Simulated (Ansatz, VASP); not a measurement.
# Sn: VASP beside Ansatz

File INCAR:

```
PREC = Accurate ; ENCUT = 520
EDIFF = 1E-6 ; ISMEAR = 0
SIGMA = 0.15 ; LREAL = False
LASPH = True ; NELM = 80
ALGO = Fast ; ISIF = 2
LWAVE = False ; LCHARG = True
GGA = PS ; LELF = True
LVHAR = True ; NBANDS = 21
```

File KPOINTS:

```
regular mesh
0
Gamma
  20 20 12
```

File POSCAR:

```
Sn
1.0
   -1.8723950223      1.8723950223      1.8723950223
    1.8723950223     -1.8723950223      1.8723950223
    3.7447900446      3.7447900446      0.0000000000
Sn
2
Direct
    0.0283236219     -0.0283236219      0.0000000000
    0.4716763781      0.5283236219      0.5000000000
```

Input for Ansatz:

```yaml
crystal:
  lattice:
    - [-1.8723950223, 1.8723950223, 1.8723950223]
    - [1.8723950223, -1.8723950223, 1.8723950223]
    - [3.7447900446, 3.7447900446, 0.0]
  atoms:
    - { symbol: Sn, position: [0.0283236219, -0.0283236219, 0.0] }
    - { symbol: Sn, position: [0.4716763781, 0.5283236219, 0.5] }
basis:
  ecutwfc: 420
kpoints:
  mp_grid: { grid: [20, 20, 12] }
hamiltonian:
  xc: pbesol
scf:
  occupations: { method: gaussian, width: 0.15 }
output:
  forces: true
  stress: true
  eigenvalues: true
```

Change from the starting cell: mode 1 (-4.3 1/cm) frozen in, largest displacement +0.150 Å.

Alike in both runs: task single point; functional PBEsol; k mesh 20 × 20 × 12; occupations gaussian, width 0.15 eV; no spin polarisation.

|  | VASP | Ansatz |
| --- | --- | --- |
| version | VASP 6.6.1 | Ansatz 0.2.0 |
| potentials or method | VASP PAW PBE potentials, release 64 (Sn_d), cutoff 520 eV | scalar-relativistic, plane waves, PAW |
| valence electrons in the cell | 28 | 28 |

|  | VASP | Ansatz | Ansatz less VASP |
| --- | --- | --- | --- |
| gap on the k mesh at the Fermi level (eV) | none | none | - |
| pressure (GPa) | -0.3 | -0.3 | +0.04 |
| traceless stress, the component that is largest in VASP (GPa) | -0.09 | -0.09 | -0.001 |

VASP's potentials were made for PBE, not for PBEsol. A gap of «none» marks a metal or a gap that the smearing closes.
